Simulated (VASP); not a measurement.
# F2 in VASP: relaxation of the atoms with r2SCAN

Aim: the relaxation of the atoms of F2 with r2SCAN.

Everything below comes from runs of VASP 6.6.1. Logs are shortened: lines on timing, memory, paths and dates and some standing lists are left out, and cuts for length are marked.

### 1 The cell of the first run

The cell holds a molecule in a box, 2 atoms: a = 12.000 Å, b = 12.500 Å, c = 13.000 Å, α = 90.00°, β = 90.00°, γ = 90.00°.

### 2 Relaxation of the atoms, r2SCAN

The input, POSCAR:

```
F
1.0
   12.0000000000      0.0000000000      0.0000000000
    0.0000000000     12.5000000000      0.0000000000
    0.0000000000      0.0000000000     13.0000000000
F
2
Direct
    0.4500000000      0.4700000000      0.4453846154
    0.4500000000      0.4700000000      0.5546153846
```

The input, INCAR.step1:

```
PREC     = Accurate       # precision mode
ENCUT    = 520            # plane-wave cutoff, eV
ISMEAR   = 0              # smearing method
SIGMA    = 0.01           # smearing width, eV
LREAL    = F              # projectors in reciprocal space
LASPH    = T              # aspherical terms in the spheres
NELM     = 100            # most SCF steps
GGA      = PE             # functional
ALGO     = Normal         # electronic algorithm
EDIFF    = 1E-4           # SCF threshold, eV
LWAVE    = T              # write WAVECAR
LCHARG   = F              # write CHGCAR
```

The input, INCAR.step2:

```
PREC     = Accurate       # precision mode
ENCUT    = 520            # plane-wave cutoff, eV
EDIFF    = 1E-6           # SCF threshold, eV
ISMEAR   = 0              # smearing method
SIGMA    = 0.01           # smearing width, eV
LREAL    = F              # projectors in reciprocal space
LASPH    = T              # aspherical terms in the spheres
NELM     = 100            # most SCF steps
ALGO     = Normal         # electronic algorithm
ISIF     = 2              # what is computed and relaxed
LWAVE    = F              # write WAVECAR
LCHARG   = F              # write CHGCAR
METAGGA  = R2SCAN         # meta-GGA
LMIXTAU  = T            
IBRION   = 2              # ionic algorithm
NSW      = 80             # ionic steps
EDIFFG   = -0.01          # ionic threshold
ISTART   = 1
```

The input, KPOINTS:

```
Automatic mesh
0
Gamma
  1 1 1
```

Potentials or basis: VASP PAW PBE potentials, release 64 (F).

Command:

```
cat potpaw_PBE.64/F/POTCAR > POTCAR
cp INCAR.step1 INCAR
mpirun -np 1 vasp_gam > vasp.out
cp INCAR.step2 INCAR
mpirun -np 1 vasp_gam > vasp.out
```

OUTCAR:

```text
PREC = Accurate
   ENCUT = 520
   EDIFF = 1E-6
   ISMEAR = 0
   LREAL = F
   LASPH = T
   NELM = 100
   ISIF = 2
   METAGGA = R2SCAN
   IBRION = 2
   NSW = 80
   EDIFFG = -0.01
   ISTART = 1

 ion  position               nearest neighbor table
   1  0.450  0.470  0.445-   2 1.42
   2  0.450  0.470  0.555-   1 1.42

  LATTYP: Found a simple orthorhombic cell.
 ALAT       =    12.0000000000
 B/A-ratio  =     1.0416666667
 C/A-ratio  =     1.0833333333

  Lattice vectors:

 A1 = (  12.0000000000,   0.0000000000,   0.0000000000)
 A2 = (   0.0000000000,  12.5000000000,   0.0000000000)
 A3 = (   0.0000000000,   0.0000000000,  13.0000000000)

Analysis of symmetry for initial positions (statically):
=====================================================================
 Subroutine PRICEL returns:
 Original cell was already a primitive cell.

 Routine SETGRP: Setting up the symmetry group for a
 simple orthorhombic supercell.

 Subroutine GETGRP returns: Found  8 space group operations
 (whereof  2 operations were pure point group operations)
 out of a pool of  8 trial point group operations.

The static configuration has the point symmetry C_1h.
 The point group associated with its full space group is D_2h.

Analysis of symmetry for dynamics (positions and initial velocities):
=====================================================================
 Subroutine PRICEL returns:
 Original cell was already a primitive cell.

 Routine SETGRP: Setting up the symmetry group for a
 simple orthorhombic supercell.

 Subroutine GETGRP returns: Found  8 space group operations
 (whereof  2 operations were pure point group operations)
 out of a pool of  8 trial point group operations.

The dynamic configuration has the point symmetry C_1h.
 The point group associated with its full space group is D_2h.

 Subroutine INISYM returns: Found  8 space group operations
 (whereof  2 operations are pure point group operations),
 and found     1 'primitive' translations

----------------------------------------------------------------------------------------

                                     Primitive cell

  volume of cell :    1950.0000

  direct lattice vectors                    reciprocal lattice vectors
    12.000000000  0.000000000  0.000000000     0.083333333  0.000000000  0.000000000
     0.000000000 12.500000000  0.000000000     0.000000000  0.080000000  0.000000000
     0.000000000  0.000000000 13.000000000     0.000000000  0.000000000  0.076923077

  length of vectors
    12.000000000 12.500000000 13.000000000     0.083333333  0.080000000  0.076923077

  position of ions in fractional coordinates (direct lattice)
     0.450000000  0.470000000  0.445384615
     0.450000000  0.470000000  0.554615385

  ion indices of the primitive-cell ions
   primitive index   ion index
                 1           1
                 2           2

----------------------------------------------------------------------------------------

 KPOINTS: Automatic mesh

Automatic generation of k-mesh.
 Grid dimensions read from file:
 generate k-points for:    1    1    1

 Generating k-lattice:

  Cartesian coordinates                     Fractional coordinates (reciprocal lattice)
     0.083333333  0.000000000  0.000000000     1.000000000  0.000000000  0.000000000
     0.000000000  0.080000000  0.000000000     0.000000000  1.000000000  0.000000000
     0.000000000  0.000000000  0.076923077     0.000000000  0.000000000  1.000000000

  Length of vectors
     0.083333333  0.080000000  0.076923077

  Shift w.r.t. Gamma in fractional coordinates (k-lattice)
     0.000000000  0.000000000  0.000000000

 Subroutine IBZKPT returns following result:
 ===========================================

 Found      1 irreducible k-points:

 Following reciprocal coordinates:
            Coordinates               Weight
  0.000000  0.000000  0.000000      1.000000
   k-points           NKPTS =      1   k-points in BZ     NKDIM =      1   number of bands    NBANDS=     11
   number of dos      NEDOS =    301   number of ions     NIONS =      2
   total plane-waves  NPLWV = 846720
   dimension x,y,z NGX =    90 NGY =   96 NGZ =   98
   dimension x,y,z NGXF=   180 NGYF=  192 NGZF=  196
   ions per type =               2
   NGX,Y,Z   is equivalent  to a cutoff of  12.47, 12.77, 12.53 a.u.
   NGXF,Y,Z  is equivalent  to a cutoff of  24.94, 25.54, 25.06 a.u.
 SYSTEM =  unknown system
   PREC   = accura    normal or accurate (medium, high low for compatibility)
   ISTART =      1    job   : 0-new  1-cont  2-samecut
   ICHARG =      0    charge: 1-file 2-atom 10-const
   ISPIN  =      1    spin polarized calculation?
   LNONCOLLINEAR =      F non collinear calculations
   LSORBIT =      F    spin-orbit coupling
   LASPH  =      T    aspherical Exc in radial PAW
   ENCUT  =  520.0 eV  38.22 Ry    6.18 a.u.  22.31 23.24 24.17*2*pi/ulx,y,z
   NELM   =    100;   NELMIN=  2; NELMDL=  0     # of ELM steps
   EDIFF  = 0.1E-05   stopping-criterion for ELM
   LREAL  =      F    real-space projection
   EDIFFG = -.1E-01   stopping-criterion for IOM
   NSW    =     80    number of steps for IOM
   IBRION =      2    ionic relax: 0-MD 1-quasi-New 2-CG
   NFREE  =      1    steps in history (QN), initial steepest desc. (CG)
   ISIF   =      2    stress and relaxation
   ISYM   =      2    0-nonsym 1-usesym 2-fastsym
   POTIM  = 0.5000    time-step for ionic-motion
   TEBEG  =    0.0;   TEEND  =   0.0 temperature during run
   PSTRESS=    0.0 pullay stress
   NELECT =      14.0000    total number of electrons
   NUPDOWN=      -1.0000    fix difference up-down
   EMIN   =  10.00;   EMAX   =-10.00  energy-range for DOS
   EFERMI =   0.00;   METHOD = LEGACY
   ISMEAR =     0;   SIGMA  =   0.01  broadening in eV -4-tet -1-fermi 0-gaus
   EFERMI_NEDOS =   21; number of points for ismear=-14 and -15
   IALGO  =     38    algorithm
   IMIX   =      4    mixing-type and parameters
     AMIX     =   0.40;   BMIX     =  1.00
     AMIX_MAG =   1.60;   BMIX_MAG =  1.00
  volume/ion in A,a.u.               =     975.00      6579.62
  Fermi-wavevector in a.u.,A,eV,Ry     =   0.315820  0.596813  1.357074  0.099742
  Thomas-Fermi vector in A             =   1.198322
   LORBIT       =      0    0 simple, 1 ext, 2 COOP (PROOUT), +10 PAW based schemes
   METAGGA = R2SCAN    functional components
   LHFCALC =     F    Hartree Fock is set to
   AEXX    =    0.0000 exact exchange contribution
   IVDW    =     0    specifies the selected vdW correction
   LEPSILON=     F    determine dielectric tensor
   LRPA    =     F    only Hartree local field effects (RPA)
 conjugate gradient relaxation of ions
 non-spin polarized calculation
 Gauss-broadening in eV      SIGMA  =   0.01
  energy-cutoff  :      520.00
  volume of cell :     1950.00
 maximum number of plane-waves:     26244
 NGX is ok and might be reduce to    90
   NGX = 45   NGY = 47   NGZ = 49

--------------------------------------- Ionic step        1  -------------------------------------------

 number of electron      13.9999981 magnetization

 Free energy of the ion-electron system (eV)
  ---------------------------------------------------
  ext. energy  EPLUGINS =         0.00000000
  ---------------------------------------------------
  free energy    TOTEN  =        -6.13453590 eV

  energy without entropy =       -6.13453590  energy(sigma->0) =       -6.13453590

------------------------ aborting loop because EDIFF is reached ----------------------------------------

  FORCE on cell =-STRESS in cart. coord.  units (eV):
  Direction    XX          YY          ZZ          XY          YZ          ZX
  --------------------------------------------------------------------------------------
  -------------------------------------------------------------------------------------
  Total       -0.0768803     -0.0803049     -0.5956121      0.0000000      0.0000000      0.0000000
  in kB       -0.0631671     -0.0659809     -0.4893724      0.0000000      0.0000000      0.0000000
  external PRESSURE =      -0.2061735 kB  Pullay stress =       0.0000000 kB

 VOLUME and BASIS-vectors are now :
 -----------------------------------------------------------------------------
  energy-cutoff  :      520.00
  volume of cell :     1950.00
      direct lattice vectors                 reciprocal lattice vectors
    12.000000000  0.000000000  0.000000000     0.083333333  0.000000000  0.000000000
     0.000000000 12.500000000  0.000000000     0.000000000  0.080000000  0.000000000
     0.000000000  0.000000000 13.000000000     0.000000000  0.000000000  0.076923077

 POSITION                                       TOTAL-FORCE (eV/Angst)
 -----------------------------------------------------------------------------------
      5.40000      5.87500      5.79000         0.000000      0.000000      0.352479
      5.40000      5.87500      7.21000         0.000000      0.000000     -0.352479
 -----------------------------------------------------------------------------------
    total drift:                                0.000000      0.000385      0.000001

  FREE ENERGIE OF THE ION-ELECTRON SYSTEM (eV)
  ---------------------------------------------------
  free  energy   TOTEN  =        -6.1345358976 eV

  energy  without entropy=       -6.1345358976  energy(sigma->0) =       -6.13453590

--------------------------------------- Ionic step        2  -------------------------------------------

 number of electron      13.9999982 magnetization

------------------------ aborting loop because EDIFF is reached ----------------------------------------

  FORCE on cell =-STRESS in cart. coord.  units (eV):
  Direction    XX          YY          ZZ          XY          YZ          ZX
  --------------------------------------------------------------------------------------
  -------------------------------------------------------------------------------------
  Total       -0.1129397     -0.1166852      1.2788133      0.0000000      0.0000000      0.0000000
  in kB       -0.0927946     -0.0958720      1.0507106      0.0000000      0.0000000      0.0000000
  external PRESSURE =       0.2873480 kB  Pullay stress =       0.0000000 kB

 VOLUME and BASIS-vectors are now :
 -----------------------------------------------------------------------------
  energy-cutoff  :      520.00
  volume of cell :     1950.00
      direct lattice vectors                 reciprocal lattice vectors
    12.000000000  0.000000000  0.000000000     0.083333333  0.000000000  0.000000000
     0.000000000 12.500000000  0.000000000     0.000000000  0.080000000  0.000000000
     0.000000000  0.000000000 13.000000000     0.000000000  0.000000000  0.076923077

 POSITION                                       TOTAL-FORCE (eV/Angst)
 -----------------------------------------------------------------------------------
      5.40000      5.87500      5.80700         0.000000      0.000000     -1.007043
      5.40000      5.87500      7.19300         0.000000      0.000000      1.007043
 -----------------------------------------------------------------------------------
    total drift:                                0.000000      0.000407      0.000001

  FREE ENERGIE OF THE ION-ELECTRON SYSTEM (eV)
  ---------------------------------------------------
  free  energy   TOTEN  =        -6.1243425458 eV

  energy  without entropy=       -6.1243425458  energy(sigma->0) =       -6.12434255

--------------------------------------- Ionic step        3  -------------------------------------------

 number of electron      13.9999981 magnetization

 Free energy of the ion-electron system (eV)
  ---------------------------------------------------
  ext. energy  EPLUGINS =         0.00000000
  ---------------------------------------------------
  free energy    TOTEN  =        -6.13638648 eV

  energy without entropy =       -6.13638648  energy(sigma->0) =       -6.13638648

 E-fermi :  -9.8743     XC(G=0):  -0.1852

 val. band max:       -9.9217501028   @ k =   0.0000   0.0000   0.0000
 cond. band min:      -5.4371190902   @ k =   0.0000   0.0000   0.0000
 fundamental gap:      4.4846310127
 Fermi energy:        -9.8743210281

 k-point     1 :       0.0000    0.0000    0.0000
  band No.  band energies     occupation
      1     -35.6397      2.00000
      2     -29.1418      2.00000
      3     -15.6618      2.00000
      4     -13.3935      2.00000
      5     -13.3935      2.00000
      6      -9.9218      2.00000
      7      -9.9218      2.00000
      8      -5.4371      0.00000
      9       0.0054      0.00000
     10       0.8748      0.00000
     11       0.9849      0.00000

------------------------ aborting loop because EDIFF is reached ----------------------------------------

  FORCE on cell =-STRESS in cart. coord.  units (eV):
  Direction    XX          YY          ZZ          XY          YZ          ZX
  --------------------------------------------------------------------------------------
  -------------------------------------------------------------------------------------
  Total       -0.1112205     -0.1149735     -0.1096868      0.0000000      0.0000000      0.0000000
  in kB       -0.0913820     -0.0944656     -0.0901219      0.0000000      0.0000000      0.0000000
  external PRESSURE =      -0.0919898 kB  Pullay stress =       0.0000000 kB

 VOLUME and BASIS-vectors are now :
 -----------------------------------------------------------------------------
  energy-cutoff  :      520.00
  volume of cell :     1950.00
      direct lattice vectors                 reciprocal lattice vectors
    12.000000000  0.000000000  0.000000000     0.083333333  0.000000000  0.000000000
     0.000000000 12.500000000  0.000000000     0.000000000  0.080000000  0.000000000
     0.000000000  0.000000000 13.000000000     0.000000000  0.000000000  0.076923077

 POSITION                                       TOTAL-FORCE (eV/Angst)
 -----------------------------------------------------------------------------------
      5.40000      5.87500      5.79483         0.000000      0.000000     -0.007452
      5.40000      5.87500      7.20517         0.000000      0.000000      0.007452
 -----------------------------------------------------------------------------------
    total drift:                                0.000000      0.000400      0.000001

  FREE ENERGIE OF THE ION-ELECTRON SYSTEM (eV)
  ---------------------------------------------------
  free  energy   TOTEN  =        -6.1363864792 eV

  energy  without entropy=       -6.1363864792  energy(sigma->0) =       -6.13638648

 reached required accuracy - stopping structural energy minimisation
```

It took 29 min on 1 thread of AMD EPYC 7R13 (Zen 3), shared host; peak memory 1.9 GiB.

What came out:

| Quantity | Value |
| --- | --- |
| Free energy | -6.1364 eV |
| Energy gained by relaxing | 0.9 meV/atom |
| Ionic steps | 3 |
| Largest force after relaxing | 0.007 eV/Å |
| Gap between the frontier levels | 4.48 eV |

Forces in eV/Å, atoms in the order of the input:
```
F    0.000  0.000 -0.007
F    0.000  0.000  0.007
```

Step by step:
| step | energy change (eV) | largest force (eV/Å) | pressure (GPa) |
| --- | --- | --- | --- |
| 1 | 0.0000 | 0.3525 | -0.02 |
| 2 | 0.0102 | 1.0070 | 0.03 |
| 3 | -0.0019 | 0.0075 | -0.01 |

Final structure:
```xyz
2
Lattice="12.0000 0.0000 0.0000 0.0000 12.5000 0.0000 0.0000 0.0000 13.0000" Properties=species:S:1:pos:R:3 pbc="T T T"
F     5.4000    5.8750    5.7948
F     5.4000    5.8750    7.2052
```

Caveat: the PAW data sets were made with another functional, which shifts forces and pressure a little.
